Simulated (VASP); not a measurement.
# C in VASP: notebook

C is run at these levels: PBE, r2SCAN, HSE06; tasks: single point.

Program: VASP 6.6.1. These are calculated values, not measurements. Logs are shortened: lines on timing, memory, paths and dates and some standing lists are left out, and cuts for length are marked.

**1. The cell of the first run**

The structure is orthorhombic, space group Imma (No. 74). Conventional cell: a = 2.492 Å, b = 2.543 Å, c = 3.560 Å, α = 90.00°, β = 90.00°, γ = 90.00°. C (site symmetry mm2) has 4 C at 1.53 to 1.55 Å within 2.0 Å.

**2. Single point, PBE (shear xy strain -2.0%)**

The input, INCAR:

```
  ALGO = Normal
  EDIFF = 1E-7
  ENCUT = 520
  GGA = PE
  ISIF = 2
  ISMEAR = 0
  LASPH = T
  LCHARG = F
  LREAL = F
  LWAVE = F
  NBANDS = 11
  NELM = 80
  PREC = Accurate
  SIGMA = 0.01
```

The input, KPOINTS:

```
k-points
0
Gamma
  6 6 6
```

The input, POSCAR:

```
C
1.0
   -0.0178012414      1.7801241434      1.7801241434
    1.7801241434     -0.0178012414      1.7801241434
    1.7623229020      1.7623229020      0.0000000000
C
2
Direct
   -0.0001608287     -0.0001608287      0.0001608287
    0.2501608287      0.2501608287      0.2498391713
```

Potentials or basis: VASP PAW PBE potentials, release 64 (C).

Launch:

```sh
> cat potpaw_PBE.64/C/POTCAR > POTCAR
> mpirun -np 1 vasp_std > vasp.out
```

OUTCAR:

```text
EDIFF = 1E-7
   ENCUT = 520
   GGA = PE
   ISIF = 2
   ISMEAR = 0
   LASPH = T
   LREAL = F
   NELM = 80
   PREC = Accurate

 ion  position               nearest neighbor table
   1  1.000  1.000  0.000-   2 1.53   2 1.53   2 1.55   2 1.55
   2  0.250  0.250  0.250-   1 1.53   1 1.53   1 1.55   1 1.55

  LATTYP: Found a body centered orthorhombic cell.
 ALAT       =     2.4923009493
 B/A-ratio  =     1.0202020202
 C/A-ratio  =     1.4284985478

  Lattice vectors:

 A1 = (   0.0178012414,  -1.7801241434,  -1.7801241434)
 A2 = (  -0.0178012414,   1.7801241434,  -1.7801241434)
 A3 = (   1.7801241434,  -0.0178012414,   1.7801241434)

Analysis of symmetry for initial positions (statically):
=====================================================================
 Subroutine PRICEL returns:
 Original cell was already a primitive cell.

 Routine SETGRP: Setting up the symmetry group for a
 body centered orthorhombic supercell.

 Subroutine GETGRP returns: Found  8 space group operations
 (whereof  4 operations were pure point group operations)
 out of a pool of  8 trial point group operations.

The static configuration has the point symmetry C_2v.
 The point group associated with its full space group is D_2h.

Analysis of symmetry for dynamics (positions and initial velocities):
=====================================================================
 Subroutine PRICEL returns:
 Original cell was already a primitive cell.

 Routine SETGRP: Setting up the symmetry group for a
 body centered orthorhombic supercell.

 Subroutine GETGRP returns: Found  8 space group operations
 (whereof  4 operations were pure point group operations)
 out of a pool of  8 trial point group operations.

The dynamic configuration has the point symmetry C_2v.
 The point group associated with its full space group is D_2h.

 Subroutine INISYM returns: Found  8 space group operations
 (whereof  4 operations are pure point group operations),
 and found     1 'primitive' translations

----------------------------------------------------------------------------------------

                                     Primitive cell

  volume of cell :      11.2807

  direct lattice vectors                    reciprocal lattice vectors
    -0.017801241  1.780124143  1.780124143    -0.278098304  0.278098304  0.280879287
     1.780124143 -0.017801241  1.780124143     0.278098304 -0.278098304  0.280879287
     1.762322902  1.762322902  0.000000000     0.283716451  0.283716451 -0.280879287

  length of vectors
     2.517538642  2.517538642  2.492300949     0.483291327  0.483291327  0.489778749
[... 91 lines left out ...]
   PSTRESS=    0.0 pullay stress
   NELECT =       8.0000    total number of electrons
   NUPDOWN=      -1.0000    fix difference up-down
   EMIN   =  10.00;   EMAX   =-10.00  energy-range for DOS
   EFERMI =   0.00;   METHOD = LEGACY
   ISMEAR =     0;   SIGMA  =   0.01  broadening in eV -4-tet -1-fermi 0-gaus
   EFERMI_NEDOS =   21; number of points for ismear=-14 and -15
   IALGO  =     38    algorithm
   IMIX   =      4    mixing-type and parameters
     AMIX     =   0.40;   BMIX     =  1.00
     AMIX_MAG =   1.60;   BMIX_MAG =  1.00
  volume/ion in A,a.u.               =       5.64        38.06
  Fermi-wavevector in a.u.,A,eV,Ry     =   1.459909  2.758827 28.998550  2.131333
  Thomas-Fermi vector in A             =   2.576420
   LORBIT       =      0    0 simple, 1 ext, 2 COOP (PROOUT), +10 PAW based schemes
   GGA     = PE    functional components
   LHFCALC =     F    Hartree Fock is set to
   AEXX    =    0.0000 exact exchange contribution
   IVDW    =     0    specifies the selected vdW correction
   LEPSILON=     F    determine dielectric tensor
   LRPA    =     F    only Hartree local field effects (RPA)
 non-spin polarized calculation
 Gauss-broadening in eV      SIGMA  =   0.01
  energy-cutoff  :      520.00
  volume of cell :       11.28
 maximum number of plane-waves:       315
   NGX =  9   NGY =  9   NGZ =  9

 number of electron       7.9999999 magnetization

 Free energy of the ion-electron system (eV)
  ---------------------------------------------------
  ext. energy  EPLUGINS =         0.00000000
  ---------------------------------------------------
  free energy    TOTEN  =       -18.16620834 eV

  energy without entropy =      -18.16620834  energy(sigma->0) =      -18.16620834

 E-fermi :   9.9703     XC(G=0): -13.2774

 val. band max:        9.8374142063   @ k =   0.0000   0.0000   0.0000
 cond. band min:      13.9490722509   @ k =   0.3333   0.3333   0.0000
 fundamental gap:      4.1116580446
 Fermi energy:         9.9702611663

 k-point     1 :       0.0000    0.0000    0.0000
  band No.  band energies     occupation
      1     -11.7407      2.00000
      2       9.7953      2.00000
      3       9.8066      2.00000
      4       9.8374      2.00000
      5      15.1308      0.00000
      6      15.3967      0.00000
      7      15.7100      0.00000
      8      23.3016      0.00000
      9      29.1856      0.00000
     10      36.4071      0.00000
     11      36.4190      0.00000
[... 309 lines left out ...]
 k-point    24 :       0.5000    0.5000    0.1667
  band No.  band energies     occupation
      1      -5.0908      2.00000
      2      -0.3608      2.00000
      3       2.1868      2.00000
      4       3.9592      2.00000
      5      14.7747      0.00000
      6      18.6135      0.00000
      7      24.6917      0.00000
      8      25.0416      0.00000
      9      31.1792      0.00000
     10      33.2426      0.00000
     11      38.8111      0.00000

 [... further k-points ...]

------------------------ aborting loop because EDIFF is reached ----------------------------------------

  FORCE on cell =-STRESS in cart. coord.  units (eV):
  Direction    XX          YY          ZZ          XY          YZ          ZX
  --------------------------------------------------------------------------------------
  -------------------------------------------------------------------------------------
  Total        0.3704954      0.3704954      0.3537068      0.8064741      0.0000000      0.0000000
  in kB       52.6206193     52.6206193     50.2361693    114.5416822      0.0000000      0.0000000
  external PRESSURE =      51.8258026 kB  Pullay stress =       0.0000000 kB

 VOLUME and BASIS-vectors are now :
 -----------------------------------------------------------------------------
  energy-cutoff  :      520.00
  volume of cell :       11.28
      direct lattice vectors                 reciprocal lattice vectors
    -0.017801241  1.780124143  1.780124143    -0.278098304  0.278098304  0.280879287
     1.780124143 -0.017801241  1.780124143     0.278098304 -0.278098304  0.280879287
     1.762322902  1.762322902  0.000000000     0.283716451  0.283716451 -0.280879287

 POSITION                                       TOTAL-FORCE (eV/Angst)
 -----------------------------------------------------------------------------------
      1.76232      1.76232      3.55968         0.000000      0.000000     -0.025479
      0.88116      0.88116      0.89063         0.000000      0.000000      0.025479
 -----------------------------------------------------------------------------------
    total drift:                                0.000000      0.000000      0.000000

  FREE ENERGIE OF THE ION-ELECTRON SYSTEM (eV)
  ---------------------------------------------------
  free  energy   TOTEN  =       -18.1662083390 eV

  energy  without entropy=      -18.1662083390  energy(sigma->0) =      -18.16620834
```

Wall time 10 s (1 thread of Intel Xeon 8259CL, shared host); peak memory 0.12 GiB.

What came out:

| Item | Value |
| --- | --- |
| Free energy | -18.1662 eV |
| Pressure | 5.2 GPa |
| Largest force | 0.025 eV/Å |
| Band gap on the k mesh | 4.11 eV (least direct gap 5.29 eV) |

Forces on the atoms (eV/Å):
```
C    0.000  0.000 -0.025
C    0.000  0.000  0.025
```

Stress tensor (GPa, compression positive):
```
 5.26 11.45  0.00
11.45  5.26  0.00
 0.00  0.00  5.02
```

Levels at points of the mesh, in eV from the valence-band top:
```csv
k point,band 1,band 2,band 3,band 4,band 5,band 6,band 7,band 8
"(0.00, 0.00, 0.00)",-21.58,-0.04,-0.03,0.00,5.29,5.56,5.87,13.46
"(0.50, 0.00, 0.00)",-15.91,-13.45,-2.76,-2.73,8.32,8.67,9.19,15.75
"(0.50, 0.50, 0.00)",-12.94,-12.72,-6.56,-6.14,4.35,5.15,16.85,16.90
"(0.00, 0.00, 0.50)",-15.63,-13.47,-2.95,-2.91,8.25,8.40,8.82,15.70
"(0.50, 0.00, 0.50)",-12.83,-12.83,-6.35,-6.35,4.75,4.75,16.85,16.85
```

Caveat: the k points lie up to 0.51 Å⁻¹ apart; the cell differs from its parent crystal (shear xy strain -2.0%). A k mesh can miss the band edges.

**3. Single point, PBE (shear xy strain -2.0%)**

The input, INCAR:

```
PREC = Accurate ; ENCUT = 520
EDIFF = 1E-6 ; ISMEAR = -1
SIGMA = 0.02 ; LREAL = False
LASPH = True ; NELM = 60
ALGO = Normal ; ISIF = 2
LWAVE = False ; LCHARG = False
GGA = PE ; NBANDS = 11
```

The input, KPOINTS:

```
regular mesh
0
Gamma
  12 12 12
```

POSCAR is that of step 2.

Potentials or basis: VASP PAW PBE potentials, release 64 (C).

Launch:

```sh
> cat potpaw_PBE.64/C/POTCAR > POTCAR
> mpirun -np 1 vasp_std > vasp.out
```

It took 33 s on 1 thread of Intel Xeon 8259CL, shared host; peak memory 0.14 GiB.

The run converged. Its results:

| Quantity | Value |
| --- | --- |
| Free energy | -18.1756 eV |
| Pressure | 5.1 GPa |
| Largest force | 0.027 eV/Å |
| Band gap on the k mesh | 4.11 eV (least direct gap 5.29 eV) |

Forces on the atoms (eV/Å):
```
C    0.000  0.000 -0.027
C    0.000  0.000  0.027
```

Stress tensor (GPa, compression positive):
```
 5.19 11.50  0.00
11.50  5.19  0.00
 0.00  0.00  4.95
```

Levels at points of the mesh, in eV from the valence-band top:
```tsv
k point	band 2	band 3	band 4	band 5	band 6	band 7
(0.00, 0.00, 0.00)	-0.04	-0.03	0.00	5.29	5.56	5.87
(0.50, 0.00, 0.00)	-13.45	-2.76	-2.73	8.32	8.67	9.19
(0.50, 0.50, 0.00)	-12.72	-6.56	-6.14	4.35	5.15	16.85
(0.00, 0.00, 0.50)	-13.46	-2.95	-2.91	8.26	8.40	8.82
(0.50, 0.00, 0.50)	-12.83	-6.35	-6.35	4.75	4.75	16.85
```

Caveat: the cell differs from its parent crystal (shear xy strain -2.0%); the cell stands under pressure.

**4. Single point, r2SCAN (shear xy strain -2.0%)**

POSCAR is that of step 3.

The input, INCAR.step1:

```
SYSTEM = C
ALGO = Normal
EDIFF = 1E-4
ENCUT = 520
GGA = PE
ISMEAR = 0
LASPH = .TRUE.
LCHARG = .FALSE.
LREAL = .FALSE.
LWAVE = .TRUE.
NBANDS = 11
NELM = 80
PREC = Accurate
SIGMA = 0.01
```

The input, INCAR.step2:

```
SYSTEM = C
ALGO = Normal
EDIFF = 1E-6
ENCUT = 520
ISIF = 2
ISMEAR = 0
ISTART = 1
LASPH = .TRUE.
LCHARG = .TRUE.
LELF = .TRUE.
LMIXTAU = .TRUE.
LREAL = .FALSE.
LVHAR = .TRUE.
LWAVE = .FALSE.
METAGGA = R2SCAN
NBANDS = 11
NELM = 80
PREC = Accurate
SIGMA = 0.01
```

The input, KPOINTS:

```
k-points
0
G
  12 12 12
  0 0 0
```

Launch:

```sh
> cat potpaw_PBE.64/C/POTCAR > POTCAR
> cp INCAR.step1 INCAR
> mpirun -np 1 vasp_std > vasp.out
> cp INCAR.step2 INCAR
> mpirun -np 1 vasp_std > vasp.out
```

Wall time 2.8 min (1 thread of Intel Xeon 8259CL, shared host); peak memory 0.14 GiB.

It converged, with:

```yaml
Free_energy: -19.6489 eV
Pressure: 1.3 GPa
Largest_force: 0.007 eV/Å
Band_gap_on_the_k_mesh: 4.30 eV (least direct gap 5.53 eV)
```

Forces on the atoms (eV/Å):
```
C    0.000  0.000 -0.007
C    0.000  0.000  0.007
```

Stress tensor (GPa, compression positive):
```
 1.43 11.82  0.00
11.82  1.43  0.00
 0.00  0.00  1.16
```

Levels at points of the mesh, in eV from the valence-band top:
```csv
k point,band 2,band 3,band 4,band 5,band 6,band 7
"(0.00, 0.00, 0.00)",-0.04,-0.03,0.00,5.53,5.81,6.13
"(0.50, 0.00, 0.00)",-14.12,-2.93,-2.90,8.72,9.09,9.50
"(0.50, 0.50, 0.00)",-13.53,-6.93,-6.50,4.58,5.41,17.90
"(0.00, 0.00, 0.50)",-14.14,-3.13,-3.09,8.67,8.75,9.16
"(0.50, 0.00, 0.50)",-13.65,-6.71,-6.71,4.99,4.99,17.92
```

Caveat: the cell differs from its parent crystal (shear xy strain -2.0%); the PAW data sets were made with another functional, which shifts forces and pressure a little.

**5. Single point, HSE06 (strain -4.0%)**

The input, POSCAR:

```
C
1.0
    0.0000000000      1.7089191777      1.7089191777
    1.7089191777      0.0000000000      1.7089191777
    1.7089191777      1.7089191777      0.0000000000
C
2
Direct
    0.0000000000      0.0000000000      0.0000000000
    0.2500000000      0.2500000000      0.2500000000
```

The input, INCAR.step1:

```
PREC = Accurate
ENCUT = 520
EDIFF = 1E-5
ISMEAR = 0
SIGMA = 0.01
LREAL = F
LASPH = T
NELM = 60
ALGO = Normal
ISIF = 2
LWAVE = T
LCHARG = F
GGA = PE
NBANDS = 11
```

The input, INCAR.step2:

```
PREC = Accurate
ENCUT = 520
EDIFF = 1E-7
ISMEAR = 0
SIGMA = 0.01
LREAL = F
LASPH = T
NELM = 60
ALGO = Normal
ISIF = 2
LWAVE = F
LCHARG = F
GGA = PE
LHFCALC = T
HFSCREEN = 0.2079
PRECFOCK = Normal
ISTART = 1
NBANDS = 11
```

The input, KPOINTS:

```
regular mesh
0
Gamma
  8 8 8
```

Launch:

```sh
> cat potpaw_PBE.64/C/POTCAR > POTCAR
> cp INCAR.step1 INCAR
> mpirun -np 1 vasp_std > vasp.out
> cp INCAR.step2 INCAR
> mpirun -np 1 vasp_std > vasp.out
```

It took 12 min on 1 thread of Intel Xeon 8259CL, shared host; peak memory 0.22 GiB.

The run converged. Its results:

* Free energy: -20.8319 eV
* Pressure: 64.4 GPa
* Band gap on the k mesh: 5.60 eV (least direct gap 7.36 eV)

Levels at points of the mesh, in eV from the valence-band top:
| k point | band 1 | band 2 | band 3 | band 4 | band 5 | band 6 | band 7 | band 8 |
| --- | --- | --- | --- | --- | --- | --- | --- | --- |
| (0.00, 0.00, 0.00) | -25.42 | 0.00 | 0.00 | 0.00 | 7.36 | 7.36 | 7.36 | 18.44 |
| (0.50, 0.00, 0.00) | -18.39 | -16.20 | -3.43 | -3.43 | 10.58 | 10.58 | 12.23 | 18.75 |
| (0.50, 0.50, 0.00) | -15.08 | -15.08 | -7.74 | -7.74 | 6.20 | 6.20 | 21.37 | 21.37 |

Caveat: the cell differs from its parent crystal (strain -4.0%); the cell stands under pressure; the PAW data sets were made with another functional, which shifts forces and pressure a little. A k mesh can miss the band edges.

**6. The runs side by side**

```tsv
level	cell	k mesh	smearing	grid for exact exchange (PRECFOCK)	share of exact exchange	screening parameter	gap on the mesh (eV)	pressure (GPa)	largest force (eV/Å)
PBE	a = 2.518, b = 2.518, c = 2.492 Å, angles 60.3, 60.3, 60.7°, 2 atoms	6 × 6 × 6	gaussian 0.01 eV	-	-	-	4.11	5.2	0.03
PBE	a = 2.518, b = 2.518, c = 2.492 Å, angles 60.3, 60.3, 60.7°, 2 atoms	12 × 12 × 12	fermi-dirac 0.02 eV	-	-	-	4.11	5.1	0.03
r2SCAN	a = 2.518, b = 2.518, c = 2.492 Å, angles 60.3, 60.3, 60.7°, 2 atoms	12 × 12 × 12	gaussian 0.01 eV	-	-	-	4.30	1.3	0.01
HSE06	a = 2.417 Å, angles 60.0°, 2 atoms	8 × 8 × 8	gaussian 0.01 eV	Normal	0.25	0.2079 1/Å	5.60	64.4	-
```

Alike in all rows: task single point; potentials or basis VASP PAW PBE potentials, release 64 (C); no spin polarisation; cutoff (eV) 520.

Caveats: some runs use coarse meshes; the cell stands under pressure (at least some runs); the PAW data sets were made with another functional, which shifts forces and pressure a little (at least some runs).

Total energies depend on the potentials used, so only differences within one code and one set of settings carry meaning.
